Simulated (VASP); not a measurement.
# Al2Au (Fm-3m) in VASP: a series of runs

Al2Au is run at these levels: PBE; tasks: single point, relaxation of cell and atoms.

All numbers are computed with VASP 6.6.1; they aren't measurements. Logs are shortened: lines on timing, memory, paths and dates and some standing lists are left out, and cuts for length are marked.

## Step 1: The cell of the first run

Symmetry: Fm-3m, No. 225, cubic system. The conventional cell has a = 6.005 Å, b = 6.005 Å, c = 6.005 Å, α = 90.00°, β = 90.00°, γ = 90.00°. Within 3.4 Å of Al (site symmetry -43m) lie 4 Au at 2.60 Å and 6 Al at 3.00 Å. Within 3.4 Å of Au (site symmetry m-3m) lie 8 Al at 2.60 Å.

## Step 2: Single point, PBE

Input file INCAR:

```
ALGO = Normal
EDIFF = 1E-6
ENCUT = 500
GGA = PE
GGA_COMPAT = False
ISIF = 2
ISMEAR = 0
LASPH = True
LCHARG = False
LREAL = False
LWAVE = False
NBANDS = 16
NELM = 120
PREC = Accurate
SIGMA = 0.1
```

Input file KPOINTS:

```
k-points
0
Gamma
  6 6 6
```

Input file POSCAR:

```
Al2Au
1.0
    0.0000000000      3.0023350000      3.0023350000
    3.0023350000      0.0000000000      3.0023350000
    3.0023350000      3.0023350000      0.0000000000
Al Au
2 1
Direct
    0.2500000000      0.2500000000      0.2500000000
    0.7500000000      0.7500000000      0.7500000000
    0.0000000000      0.0000000000      0.0000000000
```

Potentials or basis: VASP PAW PBE potentials, release 64 (Al, Au).

Run with:

```
$ cat potpaw_PBE.64/Al/POTCAR potpaw_PBE.64/Au/POTCAR > POTCAR
$ mpirun -np 1 vasp_std > vasp.out
```

OUTCAR:

```text
EDIFF = 1E-6
   ENCUT = 500
   GGA = PE
   ISIF = 2
   ISMEAR = 0
   LASPH = True
   LREAL = False
   NELM = 120
   PREC = Accurate

 ion  position               nearest neighbor table
   1  0.250  0.250  0.250-   3 2.60   3 2.60   3 2.60   3 2.60   2 3.00   2 3.00   2 3.00   2 3.00
                             2 3.00   2 3.00
   2  0.750  0.750  0.750-   3 2.60   3 2.60   3 2.60   3 2.60   1 3.00   1 3.00   1 3.00   1 3.00
                             1 3.00   1 3.00
   3  0.000  0.000  0.000-   2 2.60   2 2.60   2 2.60   1 2.60   2 2.60   1 2.60   1 2.60   1 2.60

  LATTYP: Found a face centered cubic cell.
 ALAT       =     6.0046700000

  Lattice vectors:

 A1 = (   0.0000000000,   3.0023350000,   3.0023350000)
 A2 = (   3.0023350000,   0.0000000000,   3.0023350000)
 A3 = (   3.0023350000,   3.0023350000,   0.0000000000)

Analysis of symmetry for initial positions (statically):
=====================================================================
 Subroutine PRICEL returns:
 Original cell was already a primitive cell.

 Routine SETGRP: Setting up the symmetry group for a
 face centered cubic supercell.

 Subroutine GETGRP returns: Found 48 space group operations
 (whereof 48 operations were pure point group operations)
 out of a pool of 48 trial point group operations.

The static configuration has the point symmetry O_h .

Analysis of symmetry for dynamics (positions and initial velocities):
=====================================================================
 Subroutine PRICEL returns:
 Original cell was already a primitive cell.

 Routine SETGRP: Setting up the symmetry group for a
 face centered cubic supercell.

 Subroutine GETGRP returns: Found 48 space group operations
 (whereof 48 operations were pure point group operations)
 out of a pool of 48 trial point group operations.

The dynamic configuration has the point symmetry O_h .

 Subroutine INISYM returns: Found 48 space group operations
 (whereof 48 operations are pure point group operations),
 and found     1 'primitive' translations

----------------------------------------------------------------------------------------

                                     Primitive cell

  volume of cell :      54.1262

  direct lattice vectors                    reciprocal lattice vectors
     0.000000000  3.002335000  3.002335000    -0.166537045  0.166537045  0.166537045
     3.002335000  0.000000000  3.002335000     0.166537045 -0.166537045  0.166537045
     3.002335000  3.002335000  0.000000000     0.166537045  0.166537045 -0.166537045

  length of vectors
     4.245942876  4.245942876  4.245942876     0.288450624  0.288450624  0.288450624

  position of ions in fractional coordinates (direct lattice)
     0.250000000  0.250000000  0.250000000
     0.750000000  0.750000000  0.750000000
     0.000000000  0.000000000  0.000000000

  ion indices of the primitive-cell ions
   primitive index   ion index
                 1           1
                 2           2
                 3           3

----------------------------------------------------------------------------------------

 KPOINTS: k-points

Automatic generation of k-mesh.
 Grid dimensions read from file:
 generate k-points for:    6    6    6

 Generating k-lattice:

  Cartesian coordinates                     Fractional coordinates (reciprocal lattice)
    -0.027756174  0.027756174  0.027756174     0.166666667  0.000000000  0.000000000
     0.027756174 -0.027756174  0.027756174     0.000000000  0.166666667  0.000000000
     0.027756174  0.027756174 -0.027756174     0.000000000  0.000000000  0.166666667

  Length of vectors
     0.048075104  0.048075104  0.048075104

  Shift w.r.t. Gamma in fractional coordinates (k-lattice)
     0.000000000  0.000000000  0.000000000

 Subroutine IBZKPT returns following result:
 ===========================================

 Found     16 irreducible k-points:

 Following reciprocal coordinates:
            Coordinates               Weight
  0.000000  0.000000  0.000000      1.000000
  0.166667  0.000000  0.000000      8.000000
  0.333333  0.000000  0.000000      8.000000
  0.500000  0.000000  0.000000      4.000000
  0.166667  0.166667  0.000000      6.000000
  0.333333  0.166667  0.000000     24.000000
[... 8 lines left out ...]
 -0.333333  0.333333  0.166667     24.000000
 -0.333333  0.500000  0.166667     12.000000
   k-points           NKPTS =     16   k-points in BZ     NKDIM =     16   number of bands    NBANDS=     16
   number of dos      NEDOS =    301   number of ions     NIONS =      3
   total plane-waves  NPLWV =  32768
   dimension x,y,z NGX =    32 NGY =   32 NGZ =   32
   dimension x,y,z NGXF=    64 NGYF=   64 NGZF=   64
   ions per type =               2   1
   NGX,Y,Z   is equivalent  to a cutoff of  12.53, 12.53, 12.53 a.u.
   NGXF,Y,Z  is equivalent  to a cutoff of  25.06, 25.06, 25.06 a.u.
 SYSTEM =  unknown system
   PREC   = accura    normal or accurate (medium, high low for compatibility)
   ISTART =      0    job   : 0-new  1-cont  2-samecut
   ICHARG =      2    charge: 1-file 2-atom 10-const
   ISPIN  =      1    spin polarized calculation?
   LNONCOLLINEAR =      F non collinear calculations
   LSORBIT =      F    spin-orbit coupling
   LASPH  =      T    aspherical Exc in radial PAW
   ENCUT  =  500.0 eV  36.75 Ry    6.06 a.u.   7.74  7.74  7.74*2*pi/ulx,y,z
   NELM   =    120;   NELMIN=  2; NELMDL= -5     # of ELM steps
   EDIFF  = 0.1E-05   stopping-criterion for ELM
   LREAL  =      F    real-space projection
   EDIFFG = 0.1E-04   stopping-criterion for IOM
   NSW    =      0    number of steps for IOM
   IBRION =     -1    ionic relax: 0-MD 1-quasi-New 2-CG
   NFREE  =      0    steps in history (QN), initial steepest desc. (CG)
   ISIF   =      2    stress and relaxation
   ISYM   =      2    0-nonsym 1-usesym 2-fastsym
   POTIM  = 0.5000    time-step for ionic-motion
   TEBEG  =    0.0;   TEEND  =   0.0 temperature during run
   PSTRESS=    0.0 pullay stress
   NELECT =      17.0000    total number of electrons
   NUPDOWN=      -1.0000    fix difference up-down
   EMIN   =  10.00;   EMAX   =-10.00  energy-range for DOS
   EFERMI =   0.00;   METHOD = LEGACY
   ISMEAR =     0;   SIGMA  =   0.10  broadening in eV -4-tet -1-fermi 0-gaus
   EFERMI_NEDOS =   21; number of points for ismear=-14 and -15
   IALGO  =     38    algorithm
   IMIX   =      4    mixing-type and parameters
     AMIX     =   0.40;   BMIX     =  1.00
     AMIX_MAG =   1.60;   BMIX_MAG =  1.00
  volume/ion in A,a.u.               =      18.04       121.75
  Fermi-wavevector in a.u.,A,eV,Ry     =   1.112812  2.102911 16.848797  1.238352
  Thomas-Fermi vector in A             =   2.249391
   LORBIT       =      0    0 simple, 1 ext, 2 COOP (PROOUT), +10 PAW based schemes
   GGA     = PE    functional components
   LHFCALC =     F    Hartree Fock is set to
   AEXX    =    0.0000 exact exchange contribution
   IVDW    =     0    specifies the selected vdW correction
   LEPSILON=     F    determine dielectric tensor
   LRPA    =     F    only Hartree local field effects (RPA)
 non-spin polarized calculation
 Gauss-broadening in eV      SIGMA  =   0.10
  energy-cutoff  :      500.00
  volume of cell :       54.13
 maximum number of plane-waves:      1384
   NGX = 15   NGY = 15   NGZ = 15

 number of electron      17.0000001 magnetization

 Free energy of the ion-electron system (eV)
  ---------------------------------------------------
  ext. energy  EPLUGINS =         0.00000000
  ---------------------------------------------------
  free energy    TOTEN  =       -12.01288054 eV

  energy without entropy =      -12.00524369  energy(sigma->0) =      -12.00906212

 E-fermi :   7.6549     XC(G=0): -10.5159

 val. band max:        7.6393333973   @ k =   0.3333   0.1667   0.0000
 cond. band min:       8.1296520406   @ k =   0.5000   0.0000   0.0000
 fundamental gap:      0.4903186434
 Fermi energy:         7.6549356789

 k-point     1 :       0.0000    0.0000    0.0000
  band No.  band energies     occupation
      1      -2.7658      2.00000
      2       1.1829      2.00000
      3       1.1829      2.00000
      4       1.1829      2.00000
      5       2.1377      2.00000
      6       2.1377      2.00000
[... 8 lines left out ...]
     15      13.5043      0.00000
     16      13.5043      0.00000

 k-point     2 :       0.1667    0.0000    0.0000
  band No.  band energies     occupation
      1      -2.4062      2.00000
      2       1.0752      2.00000
      3       1.2668      2.00000
      4       1.2668      2.00000
      5       2.1252      2.00000
      6       2.1252      2.00000
[... 8 lines left out ...]
     15      13.2349      0.00000
     16      13.4597      0.00000

 k-point     3 :       0.3333    0.0000    0.0000
  band No.  band energies     occupation
      1      -1.4452      2.00000
      2       0.9642      2.00000
      3       1.3933      2.00000
      4       1.3933      2.00000
      5       2.1774      2.00000
      6       2.1774      2.00000
[... 8 lines left out ...]
     15      15.1103      0.00000
     16      15.2445      0.00000

 k-point     4 :       0.5000    0.0000    0.0000
  band No.  band energies     occupation
      1      -0.7209      2.00000
      2       1.3191      2.00000
      3       1.4247      2.00000
      4       1.4247      2.00000
      5       2.2580      2.00000
      6       2.2580      2.00000
[... 8 lines left out ...]
     15      16.6042      0.00000
     16      17.5803      0.00000
[... 172 lines left out ...]
 k-point    14 :       0.5000    0.3333    0.1667
  band No.  band energies     occupation
      1      -0.5507      2.00000
      2       0.7082      2.00000
      3       1.4632      2.00000
      4       1.7194      2.00000
      5       2.0691      2.00000
      6       2.2813      2.00000
[... 8 lines left out ...]
     15      16.1582      0.00000
     16      17.2780      0.00000

 k-point    15 :      -0.3333    0.3333    0.1667
  band No.  band energies     occupation
      1       0.1731      2.00000
      2       0.8183      2.00000
      3       1.5016      2.00000
      4       1.8072      2.00000
      5       1.8927      2.00000
      6       2.3772      2.00000
[... 8 lines left out ...]
     15      16.4414      0.00000
     16      18.5518      0.00000

 k-point    16 :      -0.3333    0.5000    0.1667
  band No.  band energies     occupation
      1       0.5901      2.00000
      2       0.9688      2.00000
      3       1.0724      2.00000
      4       1.9900      2.00000
      5       1.9911      2.00000
      6       2.5883      2.00000
[... 8 lines left out ...]
     15      18.3288      0.00000
     16      18.8263      0.00000

------------------------ aborting loop because EDIFF is reached ----------------------------------------

  FORCE on cell =-STRESS in cart. coord.  units (eV):
  Direction    XX          YY          ZZ          XY          YZ          ZX
  --------------------------------------------------------------------------------------
  -------------------------------------------------------------------------------------
  Total        0.9827887      0.9827887      0.9827887     -0.0000000     -0.0000000      0.0000000
  in kB       29.0913123     29.0913123     29.0913123     -0.0000000     -0.0000000      0.0000000
  external PRESSURE =      29.0913123 kB  Pullay stress =       0.0000000 kB

 VOLUME and BASIS-vectors are now :
 -----------------------------------------------------------------------------
  energy-cutoff  :      500.00
  volume of cell :       54.13
      direct lattice vectors                 reciprocal lattice vectors
     0.000000000  3.002335000  3.002335000    -0.166537045  0.166537045  0.166537045
     3.002335000  0.000000000  3.002335000     0.166537045 -0.166537045  0.166537045
     3.002335000  3.002335000  0.000000000     0.166537045  0.166537045 -0.166537045

 POSITION                                       TOTAL-FORCE (eV/Angst)
 -----------------------------------------------------------------------------------
      1.50117      1.50117      1.50117         0.000000      0.000000     -0.000000
      4.50350      4.50350      4.50350        -0.000000     -0.000000      0.000000
      0.00000      0.00000      0.00000         0.000000      0.000000      0.000000
 -----------------------------------------------------------------------------------
    total drift:                                0.000000     -0.000000      0.000000

  FREE ENERGIE OF THE ION-ELECTRON SYSTEM (eV)
  ---------------------------------------------------
  free  energy   TOTEN  =       -12.0128805436 eV

  energy  without entropy=      -12.0052436895  energy(sigma->0) =      -12.00906212
```

Wall time 21 s (1 thread of Intel Xeon 8259CL, shared host); peak memory 0.18 GiB.

What came out:

- Free energy: -12.0129 eV
- Pressure: 2.9 GPa

Levels at points of the mesh, in eV from the Fermi level:
| k point | band 6 | band 7 | band 8 | band 9 | band 10 | band 11 | band 12 | band 13 |
| --- | --- | --- | --- | --- | --- | --- | --- | --- |
| (0.00, 0.00, 0.00) | -5.52 | 2.34 | 3.07 | 3.07 | 3.07 | 4.01 | 4.01 | 4.01 |
| (0.50, 0.00, 0.00) | -5.40 | -5.33 | 0.47 | 0.47 | 3.40 | 3.69 | 3.92 | 3.92 |
| (0.50, 0.50, 0.00) | -5.21 | -4.90 | -1.99 | -1.99 | 1.36 | 2.21 | 7.76 | 9.91 |

Caveat: spin-orbit coupling is left out, which moves the levels of the heavy elements.

(Part 1 of 2 ends here.)
